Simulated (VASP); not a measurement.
# W4N in VASP: notebook

Runs on W4N. Level: PBE. Tasks: single point.

Program: VASP 6.6.1. These are calculated values, not measurements. Logs are shortened: lines on timing, memory, paths and dates and some standing lists are left out, and cuts for length are marked.

## (1) The cell of the first run

The cell holds a slab with vacuum, 5 atoms: a = 3.184 Å, b = 3.184 Å, c = 20.143 Å, α = 90.00°, β = 90.00°, γ = 90.00°.

## (2) Single point, PBE

Contents of INCAR:

```
SYSTEM = W4N
  PREC = Accurate
  ENCUT = 520
  EDIFF = 1E-6
  ISMEAR = 0
  SIGMA = 0.1
  LREAL = .FALSE.
  LASPH = .TRUE.
  NELM = 80
  ALGO = Normal
  ISIF = 2
  LWAVE = .FALSE.
  LCHARG = .FALSE.
  LDIPOL = .TRUE.
  IDIPOL = 3
  DIPOL = 0.5 0.5 0.352
  GGA = PE
  NBANDS = 38
```

Contents of KPOINTS:

```
regular mesh
0
G
  8 8 1
  0 0 0
```

Contents of POSCAR:

```
W4N
1.0
    3.1836991685      0.0000000000      0.0000000000
    0.0000000000      3.1836991685      0.0000000000
    0.0000000000      0.0000000000     20.1425775594
W N
4 1
Direct
    0.5000000000      0.5000000000      0.1985843166
    0.0000000000      0.0000000000      0.2776134071
    0.5000000000      0.5000000000      0.3599451789
    0.0000000000      0.0000000000      0.4290700897
    0.2500000000      0.2500000000      0.4968171662
```

Potentials or basis: VASP PAW PBE potentials, release 64 (W_sv, N).

Run with:

```sh
> cat potpaw_PBE.64/W_sv/POTCAR potpaw_PBE.64/N/POTCAR > POTCAR
> mpirun -np 1 vasp_std > vasp.out
```

OUTCAR:

```text
SYSTEM = W4N
   PREC = Accurate
   ENCUT = 520
   EDIFF = 1E-6
   ISMEAR = 0
   LREAL = .FALSE.
   LASPH = .TRUE.
   NELM = 80
   ISIF = 2
   GGA = PE

 ion  position               nearest neighbor table
   1  0.500  0.500  0.199-   2 2.76   2 2.76   2 2.76   2 2.76   3 3.25
   2  0.000  0.000  0.278-   1 2.76   1 2.76   1 2.76   1 2.76   3 2.80   3 2.80   3 2.80   3 2.80
                             4 3.05
   3  0.500  0.500  0.360-   4 2.65   4 2.65   4 2.65   4 2.65   2 2.80   2 2.80   2 2.80   2 2.80
                             1 3.25
   4  0.000  0.000  0.429-   5 1.77   3 2.65   3 2.65   3 2.65   3 2.65   2 3.05
   5  0.250  0.250  0.497-   4 1.77

  LATTYP: Found a simple tetragonal cell.
 ALAT       =     3.1836991685
 C/A-ratio  =     6.3267841882

  Lattice vectors:

 A1 = (   3.1836991685,   0.0000000000,   0.0000000000)
 A2 = (   0.0000000000,   3.1836991685,   0.0000000000)
 A3 = (   0.0000000000,   0.0000000000,  20.1425775594)

Analysis of symmetry for initial positions (statically):
=====================================================================
 Subroutine PRICEL returns:
 Original cell was already a primitive cell.

 Routine SETGRP: Setting up the symmetry group for a
 simple tetragonal supercell.

 Subroutine GETGRP returns: Found  2 space group operations
 (whereof  2 operations were pure point group operations)
 out of a pool of 16 trial point group operations.

The static configuration has the point symmetry C_1h.

Analysis of symmetry for dynamics (positions and initial velocities):
=====================================================================
 Subroutine PRICEL returns:
 Original cell was already a primitive cell.

 Routine SETGRP: Setting up the symmetry group for a
 simple tetragonal supercell.

 Subroutine GETGRP returns: Found  2 space group operations
 (whereof  2 operations were pure point group operations)
 out of a pool of 16 trial point group operations.

The dynamic configuration has the point symmetry C_1h.

 Subroutine INISYM returns: Found  2 space group operations
 (whereof  2 operations are pure point group operations),
 and found     1 'primitive' translations

----------------------------------------------------------------------------------------

                                     Primitive cell

  volume of cell :     204.1640

  direct lattice vectors                    reciprocal lattice vectors
     3.183699169  0.000000000  0.000000000     0.314100029  0.000000000  0.000000000
     0.000000000  3.183699169  0.000000000     0.000000000  0.314100029  0.000000000
     0.000000000  0.000000000 20.142577559     0.000000000  0.000000000  0.049646079

  length of vectors
     3.183699169  3.183699169 20.142577559     0.314100029  0.314100029  0.049646079

  position of ions in fractional coordinates (direct lattice)
     0.500000000  0.500000000  0.198584317
     0.000000000  0.000000000  0.277613407
     0.500000000  0.500000000  0.359945179
     0.000000000  0.000000000  0.429070090
     0.250000000  0.250000000  0.496817166

  ion indices of the primitive-cell ions
   primitive index   ion index
                 1           1
                 2           2
                 3           3
                 4           4
                 5           5

----------------------------------------------------------------------------------------

 KPOINTS: regular mesh

Automatic generation of k-mesh.
 Grid dimensions read from file:
 generate k-points for:    8    8    1

 Generating k-lattice:

  Cartesian coordinates                     Fractional coordinates (reciprocal lattice)
     0.039262504  0.000000000  0.000000000     0.125000000  0.000000000  0.000000000
     0.000000000  0.039262504  0.000000000     0.000000000  0.125000000  0.000000000
     0.000000000  0.000000000  0.049646079     0.000000000  0.000000000  1.000000000

  Length of vectors
     0.039262504  0.039262504  0.049646079

  Shift w.r.t. Gamma in fractional coordinates (k-lattice)
     0.000000000  0.000000000  0.000000000

 Subroutine IBZKPT returns following result:
 ===========================================

 Found     21 irreducible k-points:

 Following reciprocal coordinates:
            Coordinates               Weight
  0.000000  0.000000  0.000000      1.000000
  0.125000  0.000000  0.000000      4.000000
  0.250000  0.000000  0.000000      4.000000
  0.375000  0.000000  0.000000      4.000000
  0.500000  0.000000  0.000000      2.000000
  0.125000  0.125000  0.000000      2.000000
[... 13 lines left out ...]
  0.500000  0.375000  0.000000      4.000000
  0.500000  0.500000  0.000000      1.000000
   k-points           NKPTS =     21   k-points in BZ     NKDIM =     21   number of bands    NBANDS=     38
   number of dos      NEDOS =    301   number of ions     NIONS =      5
   total plane-waves  NPLWV =  86400
   dimension x,y,z NGX =    24 NGY =   24 NGZ =  150
   dimension x,y,z NGXF=    48 NGYF=   48 NGZF=  300
   ions per type =               4   1
   NGX,Y,Z   is equivalent  to a cutoff of  12.53, 12.53, 12.38 a.u.
   NGXF,Y,Z  is equivalent  to a cutoff of  25.06, 25.06, 24.76 a.u.
 SYSTEM =  W4N
   PREC   = accura    normal or accurate (medium, high low for compatibility)
   ISTART =      0    job   : 0-new  1-cont  2-samecut
   ICHARG =      2    charge: 1-file 2-atom 10-const
   ISPIN  =      1    spin polarized calculation?
   LNONCOLLINEAR =      F non collinear calculations
   LSORBIT =      F    spin-orbit coupling
   LASPH  =      T    aspherical Exc in radial PAW
   ENCUT  =  520.0 eV  38.22 Ry    6.18 a.u.   5.92  5.92 37.45*2*pi/ulx,y,z
   NELM   =     80;   NELMIN=  2; NELMDL= -5     # of ELM steps
   EDIFF  = 0.1E-05   stopping-criterion for ELM
   LREAL  =      F    real-space projection
   EDIFFG = 0.1E-04   stopping-criterion for IOM
   NSW    =      0    number of steps for IOM
   IBRION =     -1    ionic relax: 0-MD 1-quasi-New 2-CG
   NFREE  =      0    steps in history (QN), initial steepest desc. (CG)
   ISIF   =      2    stress and relaxation
   ISYM   =      2    0-nonsym 1-usesym 2-fastsym
   POTIM  = 0.5000    time-step for ionic-motion
   TEBEG  =    0.0;   TEEND  =   0.0 temperature during run
   PSTRESS=    0.0 pullay stress
   NELECT =      61.0000    total number of electrons
   NUPDOWN=      -1.0000    fix difference up-down
   EMIN   =  10.00;   EMAX   =-10.00  energy-range for DOS
   EFERMI =   0.00;   METHOD = LEGACY
   ISMEAR =     0;   SIGMA  =   0.10  broadening in eV -4-tet -1-fermi 0-gaus
   EFERMI_NEDOS =   21; number of points for ismear=-14 and -15
   IALGO  =     38    algorithm
   IMIX   =      4    mixing-type and parameters
     AMIX     =   0.40;   BMIX     =  1.00
     AMIX_MAG =   1.60;   BMIX_MAG =  1.00
  volume/ion in A,a.u.               =      40.83       275.55
  Fermi-wavevector in a.u.,A,eV,Ry     =   1.094439  2.068191 16.297028  1.197798
  Thomas-Fermi vector in A             =   2.230744
   LORBIT       =      0    0 simple, 1 ext, 2 COOP (PROOUT), +10 PAW based schemes
   GGA     = PE    functional components
   LHFCALC =     F    Hartree Fock is set to
   AEXX    =    0.0000 exact exchange contribution
   IVDW    =     0    specifies the selected vdW correction
   LEPSILON=     F    determine dielectric tensor
   LRPA    =     F    only Hartree local field effects (RPA)
 non-spin polarized calculation
 Gauss-broadening in eV      SIGMA  =   0.10
  energy-cutoff  :      520.00
  volume of cell :      204.16
 maximum number of plane-waves:      5576
   NGX = 11   NGY = 11   NGZ = 75

 dipolmoment           0.000000      0.000000     -0.063958 electrons x Angstroem

 number of electron      60.9999990 magnetization

 dipolmoment           0.000000      0.000000      0.171357 electrons x Angstroem

 Free energy of the ion-electron system (eV)
  ---------------------------------------------------
  ext. energy  EPLUGINS =         0.00000000
  ---------------------------------------------------
  free energy    TOTEN  =       -54.25584382 eV

  energy without entropy =      -54.23075890  energy(sigma->0) =      -54.24330136

 E-fermi :  -0.0145     XC(G=0):  -5.7576

 val. band max:       -0.0172975486   @ k =   0.1250   0.1250   0.0000
 cond. band min:       0.0314856159   @ k =   0.3750   0.0000   0.0000
 fundamental gap:      0.0487831645
 Fermi energy:        -0.0145323939

 k-point     1 :       0.0000    0.0000    0.0000
  band No.  band energies     occupation
      1     -73.9890      2.00000
      2     -73.8929      2.00000
      3     -73.8211      2.00000
      4     -73.6341      2.00000
      5     -38.4389      2.00000
      6     -38.4170      2.00000
[... 30 lines left out ...]
     37       2.7778      0.00000
     38       2.9128      0.00000

 k-point     2 :       0.1250    0.0000    0.0000
  band No.  band energies     occupation
      1     -73.9832      2.00000
      2     -73.8918      2.00000
      3     -73.8184      2.00000
      4     -73.6391      2.00000
      5     -38.4989      2.00000
      6     -38.4295      2.00000
[... 30 lines left out ...]
     37       2.3086      0.00000
     38       2.7295      0.00000

 k-point     3 :       0.2500    0.0000    0.0000
  band No.  band energies     occupation
      1     -73.9678      2.00000
      2     -73.8918      2.00000
      3     -73.8089      2.00000
      4     -73.6530      2.00000
      5     -38.5964      2.00000
      6     -38.5451      2.00000
[... 30 lines left out ...]
     37       2.4186      0.00000
[... 658 lines left out ...]
 k-point    20 :       0.5000    0.3750    0.0000
  band No.  band energies     occupation
      1     -73.9309      2.00000
      2     -73.8967      2.00000
      3     -73.7778      2.00000
      4     -73.6725      2.00000
      5     -38.7157      2.00000
      6     -38.6416      2.00000
[... 30 lines left out ...]
     37       3.3656      0.00000
     38       3.5235      0.00000

 k-point    21 :       0.5000    0.5000    0.0000
  band No.  band energies     occupation
      1     -73.9298      2.00000
      2     -73.8956      2.00000
      3     -73.7765      2.00000
      4     -73.6713      2.00000
      5     -38.7519      2.00000
      6     -38.6793      2.00000
[... 30 lines left out ...]
     37       3.3112      0.00000
     38       3.4009      0.00000

------------------------ aborting loop because EDIFF is reached ----------------------------------------

 vacuum level on the upper side and lower side of the slab       (xc-potential included)         1.481        -1.615

  FORCE on cell =-STRESS in cart. coord.  units (eV):
  Direction    XX          YY          ZZ          XY          YZ          ZX
  --------------------------------------------------------------------------------------
  -------------------------------------------------------------------------------------
  Total       -2.2472709     -2.2472709      0.2145675      2.1472276      2.0583220      2.0583299
  in kB      -17.6354649    -17.6354649      1.6838193     16.8503748     16.1526879     16.1527504
  external PRESSURE =     -11.1957035 kB  Pullay stress =       0.0000000 kB

 VOLUME and BASIS-vectors are now :
 -----------------------------------------------------------------------------
  energy-cutoff  :      520.00
  volume of cell :      204.16
      direct lattice vectors                 reciprocal lattice vectors
     3.183699169  0.000000000  0.000000000     0.314100029  0.000000000  0.000000000
     0.000000000  3.183699169  0.000000000     0.000000000  0.314100029  0.000000000
     0.000000000  0.000000000 20.142577559     0.000000000  0.000000000  0.049646079

 POSITION                                       TOTAL-FORCE (eV/Angst)
 -----------------------------------------------------------------------------------
      1.59185      1.59185      4.00000         0.026206      0.026206      2.133237
      0.00000      0.00000      5.59185         0.104125      0.104125     -2.036630
      1.59185      1.59185      7.25022        -0.783963     -0.783963     -2.624893
      0.00000      0.00000      8.64258        -0.377755     -0.377755      2.308443
      0.79592      0.79592     10.00718         1.031388      1.031388      0.219844
 -----------------------------------------------------------------------------------
    total drift:                               -0.000066     -0.000066     -0.000243

  FREE ENERGIE OF THE ION-ELECTRON SYSTEM (eV)
  ---------------------------------------------------
  free  energy   TOTEN  =       -54.2558438227 eV

  energy  without entropy=      -54.2307589049  energy(sigma->0) =      -54.24330136

 vacuum level on the upper side and lower side of the slab         7.118         3.989
```

Run time: 2.1 min. Hardware: 1 thread of Intel Xeon 6975P-C (Granite Rapids), shared host; peak memory 0.35 GiB.

What came out:

| Item | Value |
| --- | --- |
| Free energy | -54.2558 eV |
| Largest force | 2.849 eV/Å |

Forces in eV/Å, atoms in the order of the input:
```
W    0.026  0.026  2.133
W    0.104  0.104 -2.037
W   -0.784 -0.784 -2.625
W   -0.378 -0.378  2.308
N    1.031  1.031  0.220
```

Caveat: spin-orbit coupling is left out, which moves the levels of the heavy elements.

(Continued in part 2 of 2.)
